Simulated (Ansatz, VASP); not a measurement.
# SiC: VASP beside Ansatz

File INCAR:

```
SYSTEM = SiC
PREC = Accurate
ENCUT = 520
EDIFF = 1E-7
ISMEAR = 0
SIGMA = 0.05
LREAL = .False.
LASPH = .True.
NELM = 80
ALGO = Normal
ISIF = 2
LWAVE = .False.
LCHARG = .False.
GGA = PE
NBANDS = 26
```

Contents of KPOINTS:

```
Automatic mesh
0
Gamma
  12 12 4
  0 0 0
```

The input POSCAR:

```
SiC
1.0
    2.9497000000      0.0000000000      0.0000000000
   -1.4748500000      2.5545151336      0.0000000000
    0.0000000000      0.0000000000      9.3188000000
Si C
4 4
Direct
    0.6666666667      0.3333333333      0.9378436843
    0.3333333333      0.6666666667      0.4378436843
    0.0000000000      0.0000000000      0.6878989045
    0.0000000000      0.0000000000      0.1878989045
    0.6666666667      0.3333333333      0.7498087506
    0.3333333333      0.6666666667      0.2498087506
    0.0000000000      0.0000000000      0.5004476606
    0.0000000000      0.0000000000      0.0004476606
```

Input for Ansatz:

```yaml
crystal:
  lattice:
    - [2.9497, 0.0, 0.0]
    - [-1.47485, 2.5545151336, 0.0]
    - [0.0, 0.0, 9.3188]
  atoms:
    - { symbol: Si, position: [0.6666666667, 0.3333333333, 0.9378436843] }
    - { symbol: Si, position: [0.3333333333, 0.6666666667, 0.4378436843] }
    - { symbol: Si, position: [0.0, 0.0, 0.6878989045] }
    - { symbol: Si, position: [0.0, 0.0, 0.1878989045] }
    - { symbol: C, position: [0.6666666667, 0.3333333333, 0.7498087506] }
    - { symbol: C, position: [0.3333333333, 0.6666666667, 0.2498087506] }
    - { symbol: C, position: [0.0, 0.0, 0.5004476606] }
    - { symbol: C, position: [0.0, 0.0, 0.0004476606] }
basis:
  ecutwfc: 520.0
kpoints:
  mp_grid: { grid: [12, 12, 4] }
hamiltonian:
  xc: pbe
  pseudopotentials: { kind: paw, azcp: { folder: soft_1 } }
scf:
  occupations: { method: gaussian, width: 0.05 }
output:
  forces: true
  stress: true
  eigenvalues: true
```

Alike in both runs: task single point; functional PBE; k mesh 12 × 12 × 4; occupations gaussian, width 0.05 eV; no spin polarisation.

```csv
,VASP,Ansatz
version,VASP 6.6.1,Ansatz 0.2.0
potentials or method,"VASP PAW PBE potentials, release 64 (Si, C), cutoff 520 eV","scalar-relativistic, plane waves, PAW"
valence electrons in the cell,32,32
```

|  | VASP | Ansatz | Ansatz less VASP |
| --- | --- | --- | --- |
| gap on the k mesh at the Fermi level (eV) | 2.19 | 2.19 | +0.006 |
| least direct gap on the mesh (eV) | 3.41 | 3.42 | +0.009 |
| rms of the force components (eV/Å) | 0.494 | 0.495 | +0.0015 |

Atom by atom the forces differ by 0.002 eV/Å (rms over components).
